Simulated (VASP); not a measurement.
# Si2Mo in VASP: single point with PBE

Aim: the single point of Si2Mo with PBE.

All numbers are computed with VASP 6.6.1; they aren't measurements. Logs are shortened: lines on timing, memory, paths and dates and some standing lists are left out, and cuts for length are marked.

## (1) The cell of the first run

The cell holds a slab with vacuum, 12 atoms: a = 3.217 Å, b = 4.546 Å, c = 25.929 Å, α = 90.00°, β = 90.00°, γ = 110.72°.

## (2) Single point, PBE

The input, INCAR:

```
SYSTEM = Si2Mo
PREC     = Accurate       ! precision mode
ENCUT    = 520            ! plane-wave cutoff, eV
EDIFF    = 1E-6           ! SCF threshold, eV
ISMEAR   = 0              ! smearing method
SIGMA    = 0.1            ! smearing width, eV
LREAL    = .False.        ! projectors in reciprocal space
LASPH    = .True.         ! aspherical terms in the spheres
NELM     = 60             ! most SCF steps
ALGO     = Normal         ! electronic algorithm
ISIF     = 2              ! what is computed and relaxed
LWAVE    = .False.        ! write WAVECAR
LCHARG   = .True.         ! write CHGCAR
LDIPOL   = .True.       
IDIPOL   = 3            
DIPOL    = 0.5 0.5 0.500
GGA      = PE             ! functional
LELF     = .True.         ! ELF
LVHAR    = .True.       
LVACPOTAV= .True.       
NBANDS   = 56             ! bands
ISYM     = 0
```

The input, KPOINTS:

```
regular mesh
0
Gamma
  11 8 1
  0 0 0
```

The input, POSCAR:

```
Si2Mo
1.0
    3.2168473669      0.0000000000      0.0000000000
   -1.6084236834      4.2524272784      0.0000000000
    0.0000000000      0.0000000000     25.9293528253
Si Mo
8 4
Direct
    0.4405980950      0.8806189700      0.2954176224
    0.8581653775      0.7164530807      0.3653000723
    0.5736035038      0.1472870662      0.4034309503
    1.0001032803      1.0002857175      0.4808571890
    0.7152112574      0.4303437612      0.5191427811
    0.1417111655      0.2833425897      0.5965690737
    0.8571489487      0.7141756862      0.6346999483
    0.2747166405      0.5500097573      0.7045824015
    0.1492332224      0.2988330054      0.3304717068
    0.2872133985      0.5744616261      0.4432123671
    0.4281013683      0.8561679128      0.5567875924
    0.5660817650      0.1317968729      0.6695282951
```

Potentials or basis: VASP PAW PBE potentials, release 64 (Si, Mo_sv).

Run with:

```sh
$ cat potpaw_PBE.64/Si/POTCAR potpaw_PBE.64/Mo_sv/POTCAR > POTCAR
$ mpirun -np 1 vasp_std > vasp.out
```

OUTCAR:

```text
SYSTEM = Si2Mo
   PREC = Accurate
   ENCUT = 520
   EDIFF = 1E-6
   ISMEAR = 0
   LREAL = .False.
   LASPH = .True.
   NELM = 60
   ISIF = 2
   GGA = PE
   ISYM = 0

 ion  position               nearest neighbor table
   1  0.441  0.881  0.295-   2 2.52   2 2.52   9 2.56   9 2.57   9 2.64   3 3.02
   2  0.858  0.716  0.365-   1 2.52   1 2.52   9 2.56   9 2.56   3 2.61   3 2.63   3 2.63   9 2.64
                            10 2.65  10 2.65
   3  0.574  0.147  0.403-   9 2.57   9 2.57   2 2.61   2 2.63   2 2.63  10 2.64  10 2.64  10 2.65
                             4 2.65   4 2.65   1 3.02
   4  0.000  0.000  0.481-  10 2.61  10 2.61  11 2.62  11 2.62   5 2.62  10 2.63   5 2.63   5 2.63
                             3 2.65   3 2.65
   5  0.715  0.430  0.519-  11 2.61  11 2.61  10 2.62  10 2.62   4 2.62  11 2.63   4 2.63   4 2.63
                             6 2.65   6 2.65
   6  0.142  0.283  0.597-  12 2.57  12 2.57   7 2.61   7 2.63   7 2.63  11 2.64  11 2.64  11 2.65
                             5 2.65   5 2.65   8 3.02
   7  0.857  0.714  0.635-   8 2.52   8 2.52  12 2.56  12 2.56   6 2.61   6 2.63   6 2.63  12 2.64
                            11 2.65  11 2.65
   8  0.275  0.550  0.705-   7 2.52   7 2.52  12 2.56  12 2.57  12 2.64   6 3.02
   9  0.149  0.299  0.330-   2 2.56   2 2.56   1 2.56   3 2.57   1 2.57   3 2.57   1 2.64   2 2.64
                            10 3.15
  10  0.287  0.574  0.443-   4 2.61   4 2.61   5 2.62   5 2.62   4 2.63   3 2.64   3 2.64   3 2.65
                             2 2.65   2 2.65   9 3.15  11 3.18
  11  0.428  0.856  0.557-   5 2.61   5 2.61   4 2.62   4 2.62   5 2.63   6 2.64   6 2.64   6 2.65
                             7 2.65   7 2.65  12 3.15  10 3.18
  12  0.566  0.132  0.670-   7 2.56   7 2.56   8 2.56   6 2.57   8 2.57   6 2.57   8 2.64   7 2.64
                            11 3.15

IMPORTANT INFORMATION: All symmetrisations will be switched off!
NOSYMM: (Re-)initialisation of all symmetry stuff for point group C_1.

----------------------------------------------------------------------------------------

                                     Primitive cell

  volume of cell :     354.6982

  direct lattice vectors                    reciprocal lattice vectors
     3.216847367  0.000000000  0.000000000     0.310863366  0.117579906  0.000000000
    -1.608423683  4.252427278  0.000000000     0.000000000  0.235159812  0.000000000
     0.000000000  0.000000000 25.929352825     0.000000000  0.000000000  0.038566331

  length of vectors
     3.216847367  4.546445260 25.929352825     0.332356836  0.235159812  0.038566331

  position of ions in fractional coordinates (direct lattice)
     0.440598095  0.880618970  0.295417622
     0.858165378  0.716453081  0.365300072
     0.573603504  0.147287066  0.403430950
     0.000103280  0.000285717  0.480857189
     0.715211257  0.430343761  0.519142781
     0.141711165  0.283342590  0.596569074
     0.857148949  0.714175686  0.634699948
[... 139 lines left out ...]
   GGA     = PE    functional components
   LHFCALC =     F    Hartree Fock is set to
   AEXX    =    0.0000 exact exchange contribution
   IVDW    =     0    specifies the selected vdW correction
   LEPSILON=     F    determine dielectric tensor
   LRPA    =     F    only Hartree local field effects (RPA)
 non-spin polarized calculation
 Gauss-broadening in eV      SIGMA  =   0.10
  energy-cutoff  :      520.00
  volume of cell :      354.70
 maximum number of plane-waves:      9626
   NGX = 11   NGY = 17   NGZ = 97

 dipolmoment           0.000000      0.000000     -0.000006 electrons x Angstroem

 number of electron      87.9999995 magnetization

 dipolmoment           0.000000      0.000000      0.000000 electrons x Angstroem

 Free energy of the ion-electron system (eV)
  ---------------------------------------------------
  ext. energy  EPLUGINS =         0.00000000
  ---------------------------------------------------
  free energy    TOTEN  =       -89.31168254 eV

  energy without entropy =      -89.28129556  energy(sigma->0) =      -89.29648905

 E-fermi :   2.6891     XC(G=0):  -6.4748

 val. band max:        2.6781232536   @ k =   0.0000   0.2500   0.0000
 cond. band min:       2.6932334821   @ k =   0.1818   0.5000   0.0000
 fundamental gap:      0.0151102286
 Fermi energy:         2.6891451322

 k-point     1 :       0.0000    0.0000    0.0000
  band No.  band energies     occupation
      1     -57.7324      2.00000
      2     -57.7224      2.00000
      3     -57.6166      2.00000
      4     -57.6166      2.00000
      5     -32.0252      2.00000
      6     -31.9207      2.00000
[... 1405 lines left out ...]
     55       6.5161      0.00000
     56       6.6204      0.00000

 [... further k-points ...]

------------------------ aborting loop because EDIFF is reached ----------------------------------------

  FORCE on cell =-STRESS in cart. coord.  units (eV):
  Direction    XX          YY          ZZ          XY          YZ          ZX
  --------------------------------------------------------------------------------------
  -------------------------------------------------------------------------------------
  Total       -1.2164864     -0.2668436      0.0770903     -0.0063247     -0.0157635      0.0031460
  in kB       -5.4948874     -1.2053364      0.3482182     -0.0285689     -0.0712040      0.0142107
  external PRESSURE =      -2.1173352 kB  Pullay stress =       0.0000000 kB

 VOLUME and BASIS-vectors are now :
 -----------------------------------------------------------------------------
  energy-cutoff  :      520.00
  volume of cell :      354.70
      direct lattice vectors                 reciprocal lattice vectors
     3.216847367  0.000000000  0.000000000     0.310863366  0.117579906  0.000000000
    -1.608423683  4.252427278  0.000000000     0.000000000  0.235159812  0.000000000
     0.000000000  0.000000000 25.929352825     0.000000000  0.000000000  0.038566331

 POSITION                                       TOTAL-FORCE (eV/Angst)
 -----------------------------------------------------------------------------------
      0.00093      3.74477      7.65999        -0.000763      0.002480      0.008236
      1.60823      3.04666      9.47199        -0.000377      0.010402     -0.025056
      1.60829      0.62633     10.46070         0.000310     -0.008823      0.012320
     -0.00013      0.00121     12.46832        -0.000261     -0.002787      0.004427
      1.60855      1.83001     13.46104         0.000263      0.002828     -0.004406
      0.00013      1.20489     15.46865        -0.000265      0.008864     -0.012304
      1.60862      3.03698     16.45736         0.000351     -0.010322      0.025074
     -0.00093      2.33888     18.26937         0.000725     -0.002417     -0.008203
     -0.00059      1.27077      8.56892         0.000523      0.002163     -0.015953
     -0.00006      2.44286     11.49221         0.000258     -0.018593      0.014342
      0.00006      3.64079     14.43714         0.000010      0.018669     -0.014447
      1.60901      0.56046     17.36044        -0.000773     -0.002463      0.015970
 -----------------------------------------------------------------------------------
    total drift:                               -0.000062     -0.000295     -0.000103

  FREE ENERGIE OF THE ION-ELECTRON SYSTEM (eV)
  ---------------------------------------------------
  free  energy   TOTEN  =       -89.3116825408 eV

  energy  without entropy=      -89.2812955573  energy(sigma->0) =      -89.29648905

 vacuum level on the upper side and lower side of the slab         7.660         7.660
```

OSZICAR:

```text
N       E                     dE             d eps       ncg     rms          rms(c)
DAV:   1     0.662133266222E+03    0.66213E+03   -0.48057E+04  6304   0.136E+03
DAV:   2    -0.599511070853E+02   -0.72208E+03   -0.70393E+03  5992   0.345E+02
DAV:   3    -0.931569365657E+02   -0.33206E+02   -0.32173E+02  6440   0.628E+01
[... 22 lines left out ...]
DAV:  26    -0.893116609334E+02   -0.49224E-04   -0.43523E-06  4272   0.384E-03    0.214E-03
DAV:  27    -0.893116745288E+02   -0.13595E-04   -0.98511E-07  4248   0.206E-03    0.103E-03
DAV:  28    -0.893116800314E+02   -0.55026E-05   -0.33601E-07  3936   0.112E-03    0.359E-04
DAV:  29    -0.893116818156E+02   -0.17842E-05   -0.11519E-07  3656   0.647E-04    0.146E-04
DAV:  30    -0.893116825408E+02   -0.72519E-06   -0.58612E-08  3560   0.413E-04
   1 F= -.89311683E+02 E0= -.89296489E+02  d E =-.303870E-01
```

It took 13 min on 1 thread of Intel Xeon 6975P-C (Granite Rapids), shared host; peak memory 0.83 GiB.

Results:

```yaml
Free_energy: -89.3117 eV
Largest_force: 0.027 eV/Å
Band_gap_on_the_k_mesh: zero (bands 44 and 45 overlap by 0.92 eV)
```

Forces in eV/Å, atoms in the order of the input:
```
Si  -0.001  0.002  0.008
Si   0.000  0.010 -0.025
Si   0.000 -0.009  0.012
Si   0.000 -0.003  0.004
Si   0.000  0.003 -0.004
Si   0.000  0.009 -0.012
Si   0.000 -0.010  0.025
Si   0.001 -0.002 -0.008
Mo   0.001  0.002 -0.016
Mo   0.000 -0.019  0.014
Mo   0.000  0.019 -0.014
Mo  -0.001 -0.002  0.016
```

Levels at points of the mesh, in eV from the Fermi level:
```
           k point  band 42  band 43  band 44  band 45  band 46  band 47
(0.00, 0.00, 0.00)    -0.54    -0.37     0.16     0.73     2.05     2.27
(0.00, 0.50, 0.00)    -0.16    -0.13    -0.11     0.48     0.60     0.80
```
